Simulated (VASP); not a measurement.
# InP3 (R-3m) in VASP: a series of runs

The runs below take InP3 through single point, with LDA.

Program: VASP 6.6.1. These are calculated values, not measurements. Logs are shortened: lines on timing, memory, paths and dates and some standing lists are left out, and cuts for length are marked.

**1. The cell of the first run**

It takes space group R-3m (No. 166, trigonal). Conventional cell: a = 7.380 Å, b = 7.380 Å, c = 9.730 Å, α = 90.00°, β = 90.00°, γ = 120.00°. In (site symmetry 3m) has 6 P at 2.61 to 2.84 Å within 3.4 Å. P (site symmetry m) has 2 P at 2.21 Å and 2 In at 2.61 to 2.84 Å within 2.9 Å.

**2. Single point, LDA**

The input, INCAR:

```
SYSTEM = InP3
ALGO = Normal ; EDIFF = 1E-7
ENCUT = 520 ; GGA = CA
ISIF = 2 ; ISMEAR = -1
LASPH = .TRUE. ; LCHARG = .TRUE.
LELF = .TRUE. ; LREAL = .FALSE.
LVHAR = .TRUE. ; LWAVE = .FALSE.
NBANDS = 38 ; NELM = 100
PREC = Accurate ; SIGMA = 0.15
```

The input, KPOINTS:

```
k-points
0
G
  6 6 6
  0 0 0
```

The input, POSCAR:

```
InP3
1.0
    3.6897543634      2.1302806749      3.2433577917
   -3.6897543634      2.1302806749      3.2433577917
    0.0000000000     -4.2605613499      3.2433577917
In P
2 6
Direct
    0.2737685012      0.2737685012      0.2737685012
    0.7262314988      0.7262314988      0.7262314988
    0.7939057305      0.2416335170      0.7939057305
    0.7939057305      0.7939057305      0.2416335170
    0.2416335170      0.7939057305      0.7939057305
    0.2060942695      0.7583664830      0.2060942695
    0.7583664830      0.2060942695      0.2060942695
    0.2060942695      0.2060942695      0.7583664830
```

Potentials or basis: VASP PAW LDA potentials, release 64 (In_d, P).

Started as:

```sh
$ cat potpaw_LDA.64/In_d/POTCAR potpaw_LDA.64/P/POTCAR > POTCAR
$ mpirun -np 1 vasp_std > vasp.out
```

OUTCAR:

```text
SYSTEM = InP3
   EDIFF = 1E-7
   ENCUT = 520
   GGA = CA
   ISIF = 2
   ISMEAR = -1
   LASPH = .TRUE.
   LREAL = .FALSE.
   NELM = 100
   PREC = Accurate

 ion  position               nearest neighbor table
   1  0.274  0.274  0.274-   6 2.61   7 2.61   8 2.61   6 2.84   7 2.84   8 2.84
   2  0.726  0.726  0.726-   3 2.61   5 2.61   4 2.61   3 2.84   5 2.84   4 2.84
   3  0.794  0.242  0.794-   8 2.21   7 2.21   2 2.61   2 2.84
   4  0.794  0.794  0.242-   6 2.21   7 2.21   2 2.61   2 2.84
   5  0.242  0.794  0.794-   8 2.21   6 2.21   2 2.61   2 2.84
   6  0.206  0.758  0.206-   4 2.21   5 2.21   1 2.61   1 2.84
   7  0.758  0.206  0.206-   4 2.21   3 2.21   1 2.61   1 2.84
   8  0.206  0.206  0.758-   3 2.21   5 2.21   1 2.61   1 2.84

  LATTYP: Found a trigonal (rhomboedric) cell.
 ALAT       =     5.3546010851
 COS(alpha) =     0.0503344971

  Lattice vectors:

 A1 = (   3.6897543634,   2.1302806749,   3.2433577917)
 A2 = (  -3.6897543634,   2.1302806749,   3.2433577917)
 A3 = (   0.0000000000,  -4.2605613499,   3.2433577917)

Analysis of symmetry for initial positions (statically):
=====================================================================
 Subroutine PRICEL returns:
 Original cell was already a primitive cell.

 Routine SETGRP: Setting up the symmetry group for a
 trigonal (rhombohedral) supercell.

 Subroutine GETGRP returns: Found 12 space group operations
 (whereof 12 operations were pure point group operations)
 out of a pool of 12 trial point group operations.

The static configuration has the point symmetry D_3d.

Analysis of symmetry for dynamics (positions and initial velocities):
=====================================================================
 Subroutine PRICEL returns:
 Original cell was already a primitive cell.

 Routine SETGRP: Setting up the symmetry group for a
 trigonal (rhombohedral) supercell.

 Subroutine GETGRP returns: Found 12 space group operations
 (whereof 12 operations were pure point group operations)
 out of a pool of 12 trial point group operations.

The dynamic configuration has the point symmetry D_3d.

 Subroutine INISYM returns: Found 12 space group operations
 (whereof 12 operations are pure point group operations),
 and found     1 'primitive' translations

----------------------------------------------------------------------------------------

                                     Primitive cell

  volume of cell :     152.9609

  direct lattice vectors                    reciprocal lattice vectors
     3.689754363  2.130280675  3.243357792     0.135510376  0.078236952  0.102774148
    -3.689754363  2.130280675  3.243357792    -0.135510376  0.078236952  0.102774148
     0.000000000 -4.260561350  3.243357792     0.000000000 -0.156473904  0.102774148

  length of vectors
     5.354601085  5.354601085  5.354601085     0.187207393  0.187207393  0.187207393

  position of ions in fractional coordinates (direct lattice)
     0.273768501  0.273768501  0.273768501
     0.726231499  0.726231499  0.726231499
     0.793905731  0.241633517  0.793905731
     0.793905731  0.793905731  0.241633517
     0.241633517  0.793905731  0.793905731
     0.206094269  0.758366483  0.206094269
     0.758366483  0.206094269  0.206094269
     0.206094269  0.206094269  0.758366483

  ion indices of the primitive-cell ions
   primitive index   ion index
                 1           1
                 2           2
                 3           3
                 4           4
                 5           5
                 6           6
                 7           7
                 8           8

----------------------------------------------------------------------------------------

 KPOINTS: k-points

Automatic generation of k-mesh.
 Grid dimensions read from file:
 generate k-points for:    6    6    6

 Generating k-lattice:

  Cartesian coordinates                     Fractional coordinates (reciprocal lattice)
     0.022585063  0.013039492  0.017129025     0.166666667  0.000000000 -0.000000000
    -0.022585063  0.013039492  0.017129025     0.000000000  0.166666667 -0.000000000
     0.000000000 -0.026078984  0.017129025    -0.000000000 -0.000000000  0.166666667

  Length of vectors
     0.031201232  0.031201232  0.031201232

  Shift w.r.t. Gamma in fractional coordinates (k-lattice)
     0.000000000  0.000000000  0.000000000

 Subroutine IBZKPT returns following result:
 ===========================================

 Found     32 irreducible k-points:

 Following reciprocal coordinates:
            Coordinates               Weight
  0.000000  0.000000  0.000000      1.000000
  0.166667  0.000000  0.000000      6.000000
  0.333333  0.000000  0.000000      6.000000
  0.500000  0.000000  0.000000      3.000000
  0.166667  0.166667  0.000000      6.000000
  0.333333  0.166667  0.000000     12.000000
[... 16 lines left out ...]
  0.500000  0.500000  0.166667      6.000000
 -0.333333  0.500000  0.166667     12.000000
 [... further k-points ...]
   k-points           NKPTS =     32   k-points in BZ     NKDIM =     32   number of bands    NBANDS=     38
   number of dos      NEDOS =    301   number of ions     NIONS =      8
   total plane-waves  NPLWV =  64000
   dimension x,y,z NGX =    40 NGY =   40 NGZ =   40
   dimension x,y,z NGXF=    80 NGYF=   80 NGZF=   80
   ions per type =               2   6
   NGX,Y,Z   is equivalent  to a cutoff of  12.42, 12.42, 12.42 a.u.
   NGXF,Y,Z  is equivalent  to a cutoff of  24.84, 24.84, 24.84 a.u.
 SYSTEM =  InP3
   PREC   = accura    normal or accurate (medium, high low for compatibility)
   ISTART =      0    job   : 0-new  1-cont  2-samecut
   ICHARG =      2    charge: 1-file 2-atom 10-const
   ISPIN  =      1    spin polarized calculation?
   LNONCOLLINEAR =      F non collinear calculations
   LSORBIT =      F    spin-orbit coupling
   LASPH  =      T    aspherical Exc in radial PAW
   ENCUT  =  520.0 eV  38.22 Ry    6.18 a.u.   9.96  9.96  9.96*2*pi/ulx,y,z
   NELM   =    100;   NELMIN=  2; NELMDL= -5     # of ELM steps
   EDIFF  = 0.1E-06   stopping-criterion for ELM
   LREAL  =      F    real-space projection
   EDIFFG = 0.1E-05   stopping-criterion for IOM
   NSW    =      0    number of steps for IOM
   IBRION =     -1    ionic relax: 0-MD 1-quasi-New 2-CG
   NFREE  =      0    steps in history (QN), initial steepest desc. (CG)
   ISIF   =      2    stress and relaxation
   ISYM   =      2    0-nonsym 1-usesym 2-fastsym
   POTIM  = 0.5000    time-step for ionic-motion
   TEBEG  =    0.0;   TEEND  =   0.0 temperature during run
   PSTRESS=    0.0 pullay stress
   NELECT =      56.0000    total number of electrons
   NUPDOWN=      -1.0000    fix difference up-down
   EMIN   =  10.00;   EMAX   =-10.00  energy-range for DOS
   EFERMI =   0.00;   METHOD = LEGACY
   ISMEAR =    -1;   SIGMA  =   0.15  broadening in eV -4-tet -1-fermi 0-gaus
   EFERMI_NEDOS =   21; number of points for ismear=-14 and -15
   IALGO  =     38    algorithm
   IMIX   =      4    mixing-type and parameters
     AMIX     =   0.40;   BMIX     =  1.00
     AMIX_MAG =   1.60;   BMIX_MAG =  1.00
  volume/ion in A,a.u.               =      19.12       129.03
  Fermi-wavevector in a.u.,A,eV,Ry     =   1.171145  2.213143 18.661491  1.371581
  Thomas-Fermi vector in A             =   2.307593
   LORBIT       =      0    0 simple, 1 ext, 2 COOP (PROOUT), +10 PAW based schemes
   GGA     = CA    functional components
   LHFCALC =     F    Hartree Fock is set to
   AEXX    =    0.0000 exact exchange contribution
   IVDW    =     0    specifies the selected vdW correction
   LEPSILON=     F    determine dielectric tensor
   LRPA    =     F    only Hartree local field effects (RPA)
 non-spin polarized calculation
  energy-cutoff  :      520.00
  volume of cell :      152.96
 maximum number of plane-waves:      4150
   NGX = 19   NGY = 19   NGZ = 19

 number of electron      56.0000036 magnetization

 Free energy of the ion-electron system (eV)
  ---------------------------------------------------
  ext. energy  EPLUGINS =         0.00000000
  ---------------------------------------------------
  free energy    TOTEN  =       -43.50644553 eV

  energy without entropy =      -43.42395457  energy(sigma->0) =      -43.46520005

 E-fermi :   7.1801     XC(G=0): -10.5787

 val. band max:        7.1377321251   @ k =   0.5000   0.5000   0.1667
 cond. band min:       7.1801887598   @ k =   0.5000   0.5000   0.3333
 fundamental gap:      0.0424566346
 Fermi energy:         7.1800558962

 k-point     1 :       0.0000    0.0000    0.0000
  band No.  band energies     occupation
      1      -7.4434      2.00000
      2      -7.4434      2.00000
      3      -7.3038      2.00000
      4      -7.2869      2.00000
      5      -7.2869      2.00000
      6      -7.1884      2.00000
[... 30 lines left out ...]
     37      13.4224      0.00000
     38      14.1799      0.00000

 k-point     2 :       0.1667    0.0000    0.0000
  band No.  band energies     occupation
      1      -7.4672      2.00000
      2      -7.4320      2.00000
      3      -7.2938      2.00000
      4      -7.2860      2.00000
      5      -7.2247      2.00000
      6      -7.1891      2.00000
[... 30 lines left out ...]
     37      12.6261      0.00000
     38      13.4691      0.00000

 k-point     3 :       0.3333    0.0000    0.0000
  band No.  band energies     occupation
      1      -7.4749      2.00000
      2      -7.4043      2.00000
      3      -7.3124      2.00000
      4      -7.2827      2.00000
      5      -7.1998      2.00000
      6      -7.1893      2.00000
[... 30 lines left out ...]
     37      12.6372      0.00000
     38      13.4186      0.00000

 k-point     4 :       0.5000    0.0000    0.0000
  band No.  band energies     occupation
      1      -7.4729      2.00000
      2      -7.3843      2.00000
      3      -7.3278      2.00000
      4      -7.2812      2.00000
      5      -7.1975      2.00000
      6      -7.1890      2.00000
[... 30 lines left out ...]
     37      12.5949      0.00000
     38      13.0026      0.00000
[... 703 lines left out ...]
      4      -7.2754      2.00000
      5      -7.1968      2.00000
      6      -7.1901      2.00000
[... 30 lines left out ...]
     37      12.1132      0.00000
     38      12.2558      0.00000

 k-point    23 :       0.5000    0.5000    0.1667
  band No.  band energies     occupation
      1      -7.4343      2.00000
      2      -7.3146      2.00000
      3      -7.2678      2.00000
      4      -7.2571      2.00000
      5      -7.2356      2.00000
      6      -7.1831      2.00000
[... 30 lines left out ...]
     37      11.5637      0.00000
     38      11.6947      0.00000

 k-point    24 :      -0.3333    0.5000    0.1667
  band No.  band energies     occupation
      1      -7.4506      2.00000
      2      -7.3162      2.00000
      3      -7.2865      2.00000
      4      -7.2644      2.00000
      5      -7.2147      2.00000
      6      -7.1872      2.00000
[... 30 lines left out ...]
     37      11.7867      0.00000
     38      11.8610      0.00000

 [... further k-points ...]
[... 5 lines left out ...]
  --------------------------------------------------------------------------------------
  -------------------------------------------------------------------------------------
  Total       -0.0986893     -0.0986893     -0.0845005      0.0000000      0.0000000      0.0000000
  in kB       -1.0337141     -1.0337141     -0.8850937      0.0000000      0.0000000      0.0000000
  external PRESSURE =      -0.9841740 kB  Pullay stress =       0.0000000 kB

 VOLUME and BASIS-vectors are now :
 -----------------------------------------------------------------------------
  energy-cutoff  :      520.00
  volume of cell :      152.96
      direct lattice vectors                 reciprocal lattice vectors
     3.689754363  2.130280675  3.243357792     0.135510376  0.078236952  0.102774148
    -3.689754363  2.130280675  3.243357792    -0.135510376  0.078236952  0.102774148
     0.000000000 -4.260561350  3.243357792     0.000000000 -0.156473904  0.102774148

 POSITION                                       TOTAL-FORCE (eV/Angst)
 -----------------------------------------------------------------------------------
      0.00000     -0.00000      2.66379        -0.000000     -0.000000      0.005786
      0.00000     -0.00000      7.06629        -0.000000      0.000000     -0.005786
      2.03775     -1.17649      5.93354         0.021280     -0.012286      0.034601
      0.00000      2.35299      5.93354        -0.000000      0.024572      0.034601
     -2.03775     -1.17649      5.93354        -0.021280     -0.012286      0.034601
     -2.03775      1.17649      3.79653        -0.021280      0.012286     -0.034601
      2.03775      1.17649      3.79653         0.021280      0.012286     -0.034601
      0.00000     -2.35299      3.79653        -0.000000     -0.024572     -0.034601
 -----------------------------------------------------------------------------------
    total drift:                                0.000000      0.000000     -0.000000

  FREE ENERGIE OF THE ION-ELECTRON SYSTEM (eV)
  ---------------------------------------------------
  free  energy   TOTEN  =       -43.5064455281 eV

  energy  without entropy=      -43.4239545684  energy(sigma->0) =      -43.46520005
```

Wall time 82 s (1 thread of Intel Xeon 6975P-C (Granite Rapids), shared host); peak memory 0.28 GiB.

What came out:

| Item | Value |
| --- | --- |
| Free energy | -43.5064 eV |
| Pressure | -0.1 GPa |
| Largest force | 0.042 eV/Å |
| Band gap on the k mesh | zero (band 28 reaches 7.29 eV, above the bottom of band 29 at 6.79 eV) |

Forces in eV/Å, atoms in the order of the input:
```
In   0.000  0.000  0.006
In   0.000  0.000 -0.006
P    0.021 -0.012  0.035
P    0.000  0.025  0.035
P   -0.021 -0.012  0.035
P   -0.021  0.012 -0.035
P    0.021  0.012 -0.035
P    0.000 -0.025 -0.035
```

Caveat: spin-orbit coupling is left out, which moves the levels of the heavy elements.

**3. Single point, LDA**

The input, INCAR:

```
SYSTEM = InP3
  PREC = Accurate
  ENCUT = 520
  EDIFF = 1E-6
  ISMEAR = -1
  SIGMA = 0.15
  LREAL = .False.
  LASPH = .True.
  NELM = 60
  ALGO = Normal
  ISIF = 2
  LWAVE = .False.
  LCHARG = .False.
  NBANDS = 38
```

The input, KPOINTS:

```
Automatic mesh
0
Gamma
  6 6 6
  0 0 0
```

POSCAR is that of step 2.

Potentials or basis: VASP PAW LDA potentials, release 64 (In_d, P).

Started as:

```sh
$ cat potpaw_LDA.64/In_d/POTCAR potpaw_LDA.64/P/POTCAR > POTCAR
$ mpirun -np 1 vasp_std > vasp.out
```

It took 71 s on 1 thread of Intel Xeon 6975P-C (Granite Rapids), shared host; peak memory 0.28 GiB.

It converged, with:

| Quantity | Value |
| --- | --- |
| Free energy | -43.5064 eV |
| Pressure | -0.1 GPa |
| Largest force | 0.042 eV/Å |
| Band gap on the k mesh | zero (band 28 reaches 7.29 eV, above the bottom of band 29 at 6.79 eV) |

Forces on the atoms (eV/Å):
```
In   0.000  0.000  0.006
In   0.000  0.000 -0.006
P    0.021 -0.012  0.034
P    0.000  0.024  0.034
P   -0.021 -0.012  0.034
P   -0.021  0.012 -0.034
P    0.021  0.012 -0.034
P    0.000 -0.024 -0.034
```

Levels at points of the mesh, in eV from the Fermi level:
| k point | band 26 | band 27 | band 28 | band 29 | band 30 | band 31 |
| --- | --- | --- | --- | --- | --- | --- |
| (0.00, 0.00, 0.00) | -2.23 | -0.83 | -0.83 | -0.31 | -0.23 | 1.86 |
| (0.50, 0.00, 0.00) | -1.70 | -1.25 | -1.15 | 0.16 | 2.46 | 2.48 |
| (0.50, 0.50, 0.00) | -0.87 | -0.73 | -0.08 | 1.14 | 1.29 | 2.11 |
| (0.50, 0.50, 0.50) | -0.04 | 0.11 | 0.11 | 1.50 | 1.59 | 1.59 |

Caveat: spin-orbit coupling is left out, which moves the levels of the heavy elements.
